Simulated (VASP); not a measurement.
C: single point with r2SCAN+D3(BJ)

C:

```
C
1.0
     2.45547    0.00000    0.00000
    -1.22774    2.12650    0.00000
     0.00000    0.00000    6.73036
C
4
Direct
  0.00000 0.00000 0.25000
  0.00000 0.00000 0.75000
  0.33333 0.66667 0.25000
  0.66667 0.33333 0.75000
```

| Quantity | Value |
| --- | --- |
| Program | VASP 6.6.1 |
| Task | single point |
| Functional | r2SCAN |
| Dispersion | D3(BJ) |
| Potentials or basis | VASP PAW PBE potentials, release 64 (C) |
| Cutoff | 520 eV |
| k mesh | 21 × 21 × 6 |
| Occupations | fermi-dirac, width 0.15 eV |
| Spin | no spin polarisation |

```yaml
Pressure: 0.7 GPa
Band_gap_on_the_k_mesh: zero (bands 8 and 9 overlap by 0.03 eV)
Dispersion_energy_per_atom: -0.076 eV
```

Stress tensor (GPa, compression positive):
```
 1.07  0.00  0.00
 0.00  1.07  0.00
 0.00  0.00 -0.11
```

Levels at points of the mesh, in eV from the Fermi level:
| k point | band 6 | band 7 | band 8 | band 9 | band 10 | band 11 |
| --- | --- | --- | --- | --- | --- | --- |
| (0.00, 0.00, 0.00) | -3.21 | -3.19 | -3.19 | 4.41 | 8.72 | 8.72 |
| (0.00, 0.00, 0.50) | -3.20 | -3.20 | -3.20 | 7.16 | 7.16 | 8.74 |

It took 7.9 min on 1 thread of Intel Xeon 8259CL, on a shared host, peak memory 0.22 GiB.

Caveat: the PAW data sets were made with another functional, which shifts forces and pressure a little.
